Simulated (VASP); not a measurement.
# Li (P6_3/mmc) in VASP: notebook, part 2 of 2

VASP 6.6.1. The steps go on from the part before.

**6. Single point, revPBE**

This run uses another cell than the first one, of 21.14 Å³/atom, 0.962 times its volume.

File INCAR:

```
ALGO = Normal
EDIFF = 1E-6
ENCUT = 520
GGA = RE
ISIF = 2
ISMEAR = -1
LASPH = True
LCHARG = False
LREAL = False
LWAVE = False
NBANDS = 10
NELM = 60
PREC = Accurate
SIGMA = 0.1
```

File KPOINTS:

```
k-points
0
Gamma
  19 19 10
```

File POSCAR:

```
Li
1.0
    3.1047278578      0.0000000000      0.0000000000
   -1.5523639289      2.6887731967      0.0000000000
    0.0000000000      0.0000000000      5.0650227170
Li
2
Direct
    0.3333333333      0.6666666667      0.2500000000
    0.6666666667      0.3333333333      0.7500000000
```

Potentials or basis: VASP PAW PBE potentials, release 64 (Li_sv).

Command:

```console
$ cat potpaw_PBE.64/Li_sv/POTCAR > POTCAR
$ mpirun -np 1 vasp_std > vasp.out
```

OUTCAR:

```text
EDIFF = 1E-6
   ENCUT = 520
   GGA = RE
   ISIF = 2
   ISMEAR = -1
   LASPH = True
   LREAL = False
   NELM = 60
   PREC = Accurate

 ion  position               nearest neighbor table
   1  0.333  0.667  0.250-
   2  0.667  0.333  0.750-

  LATTYP: Found a hexagonal cell.
 ALAT       =     3.1047278578
 C/A-ratio  =     1.6313902374

  Lattice vectors:

 A1 = (   3.1047278578,   0.0000000000,   0.0000000000)
 A2 = (  -1.5523639289,   2.6887731967,   0.0000000000)
 A3 = (   0.0000000000,   0.0000000000,   5.0650227170)

Analysis of symmetry for initial positions (statically):
=====================================================================
 Subroutine PRICEL returns:
 Original cell was already a primitive cell.

 Routine SETGRP: Setting up the symmetry group for a
 hexagonal supercell.

 Subroutine GETGRP returns: Found 24 space group operations
 (whereof 12 operations were pure point group operations)
 out of a pool of 24 trial point group operations.

The static configuration has the point symmetry D_3d.
 The point group associated with its full space group is D_6h.

Analysis of symmetry for dynamics (positions and initial velocities):
=====================================================================
 Subroutine PRICEL returns:
 Original cell was already a primitive cell.

 Routine SETGRP: Setting up the symmetry group for a
 hexagonal supercell.

 Subroutine GETGRP returns: Found 24 space group operations
 (whereof 12 operations were pure point group operations)
 out of a pool of 24 trial point group operations.

The dynamic configuration has the point symmetry D_3d.
 The point group associated with its full space group is D_6h.

 Subroutine INISYM returns: Found 24 space group operations
 (whereof 12 operations are pure point group operations),
 and found     1 'primitive' translations

----------------------------------------------------------------------------------------
[... 113 lines left out ...]
     AMIX_MAG =   1.60;   BMIX_MAG =  1.00
  volume/ion in A,a.u.               =      21.14       142.67
  Fermi-wavevector in a.u.,A,eV,Ry     =   0.853897  1.613632  9.920556  0.729140
  Thomas-Fermi vector in A             =   1.970410
   LORBIT       =      0    0 simple, 1 ext, 2 COOP (PROOUT), +10 PAW based schemes
   GGA     = RE    functional components
   LHFCALC =     F    Hartree Fock is set to
   AEXX    =    0.0000 exact exchange contribution
   IVDW    =     0    specifies the selected vdW correction
   LEPSILON=     F    determine dielectric tensor
   LRPA    =     F    only Hartree local field effects (RPA)
 non-spin polarized calculation
  energy-cutoff  :      520.00
  volume of cell :       42.28
 maximum number of plane-waves:      1170
 NGX is ok and might be reduce to    24
   NGX = 11   NGY = 11   NGZ = 19

 number of electron       5.9999992 magnetization

 Free energy of the ion-electron system (eV)
  ---------------------------------------------------
  ext. energy  EPLUGINS =         0.00000000
  ---------------------------------------------------
  free energy    TOTEN  =        -3.63622597 eV

  energy without entropy =       -3.60440309  energy(sigma->0) =       -3.62031453

 E-fermi :   0.5737     XC(G=0):  -6.8631

 val. band max:        0.5732486327   @ k =   0.3684   0.0526   0.5000
 cond. band min:       0.5777924999   @ k =   0.4211   0.1053   0.1000
 fundamental gap:      0.0045438673
 Fermi energy:         0.5737165398

 k-point     1 :       0.0000    0.0000    0.0000
  band No.  band energies     occupation
      1     -46.1724      2.00000
      2     -46.1576      2.00000
      3      -2.9431      2.00000
      4       0.5940      0.89887
      5       3.3793      0.00000
      6      12.8189      0.00000
      7      12.8190      0.00000
      8      14.1747      0.00000
      9      14.1748      0.00000
     10      14.8507      0.00000
[... 287 lines left out ...]
 k-point    24 :       0.3158    0.1053    0.0000
  band No.  band energies     occupation
      1     -46.1601      2.00000
      2     -46.1532      2.00000
      3      -0.6807      1.99999
      4       3.2111      0.00000
      5       3.5102      0.00000
      6       6.0249      0.00000
      7       7.8292      0.00000
      8       8.9126      0.00000
      9      10.6224      0.00000
     10      12.7399      0.00000

 [... further k-points ...]
[... 5 lines left out ...]
  --------------------------------------------------------------------------------------
  -------------------------------------------------------------------------------------
  Total       -0.0173342     -0.0173342     -0.0125972      0.0000000      0.0000000      0.0000000
  in kB       -0.6568338     -0.6568338     -0.4773387      0.0000000      0.0000000      0.0000000
  external PRESSURE =      -0.5970021 kB  Pullay stress =       0.0000000 kB

 VOLUME and BASIS-vectors are now :
 -----------------------------------------------------------------------------
  energy-cutoff  :      520.00
  volume of cell :       42.28
      direct lattice vectors                 reciprocal lattice vectors
     3.104727858  0.000000000  0.000000000     0.322089422  0.185958414  0.000000000
    -1.552363929  2.688773197  0.000000000     0.000000000  0.371916829  0.000000000
     0.000000000  0.000000000  5.065022717     0.000000000  0.000000000  0.197432481

 POSITION                                       TOTAL-FORCE (eV/Angst)
 -----------------------------------------------------------------------------------
     -0.00000      1.79252      1.26626        -0.000000      0.000000      0.000000
      1.55236      0.89626      3.79877         0.000000     -0.000000      0.000000
 -----------------------------------------------------------------------------------
    total drift:                               -0.000000      0.000000      0.000000

  FREE ENERGIE OF THE ION-ELECTRON SYSTEM (eV)
  ---------------------------------------------------
  free  energy   TOTEN  =        -3.6362259660 eV

  energy  without entropy=       -3.6044030901  energy(sigma->0) =       -3.62031453
```

stdout:

```text
POSCAR found type information on POSCAR Li
 POSCAR found :  1 types and       2 ions
 scaLAPACK will be used
 -----------------------------------------------------------------------------
|                                                                             |
|                                                                             |
|     You enforced a specific xc type in the INCAR file but a different       |
|     I HOPE YOU KNOW WHAT YOU ARE DOING!                                     |
|                                                                             |
 -----------------------------------------------------------------------------

 LDA part: xc-table for (Slater+PW92), standard interpolation
 POSCAR, INCAR and KPOINTS ok, starting setup
 FFT: planning ... GRIDC
 FFT: planning ... GRID_SOFT
 FFT: planning ... GRID
 WAVECAR not read
 entering main loop
```

Wall time 42 s (1 thread of Intel Xeon 6975P-C, shared host); peak memory 0.21 GiB.

What came out:

```
Free energy            : -3.6362 eV
Band gap on the k mesh : zero (band 3 reaches 2.52 eV, above the bottom of band 4 at -1.84 eV)
```

Caveat: the cutoff is under 1.25 times the usual one of these potentials, so pressure, stress and relaxed cells hold a basis-set (Pulay) error; the PAW data sets were made with another functional, which shifts forces and pressure a little.

**7. Summary**

```csv
task,cell,k mesh,cutoff (eV),gap on the mesh (eV)
single point,"a = 3.146, b = 3.146, c = 5.132 Å, angles 90.0, 90.0, 120.0°, 2 atoms",13 × 13 × 7,520,none
single point,"a = 3.185, b = 3.185, c = 5.197 Å, angles 90.0, 90.0, 120.0°, 2 atoms",13 × 13 × 7,520,none
single point,"a = 3.224, b = 3.224, c = 5.260 Å, angles 90.0, 90.0, 120.0°, 2 atoms",13 × 13 × 7,520,none
relaxation of cell and atoms,"relaxed from a = 3.126, b = 3.126, c = 5.105 Å, angles 90.0, 90.0, 120.0°, 2 atoms",12 × 12 × 6,600,none
single point,"a = 3.105, b = 3.105, c = 5.065 Å, angles 90.0, 90.0, 120.0°, 2 atoms",19 × 19 × 10,520,none
```

Alike in all rows: level revPBE; potentials or basis VASP PAW PBE potentials, release 64 (Li_sv); no spin polarisation; smearing fermi-dirac 0.1 eV.

Caveats: the cutoff is under 1.25 times the usual one of these potentials, so pressure, stress and relaxed cells hold a basis-set (Pulay) error; the PAW data sets were made with another functional, which shifts forces and pressure a little.

Absolute energies hang on the potentials; compare differences alone.
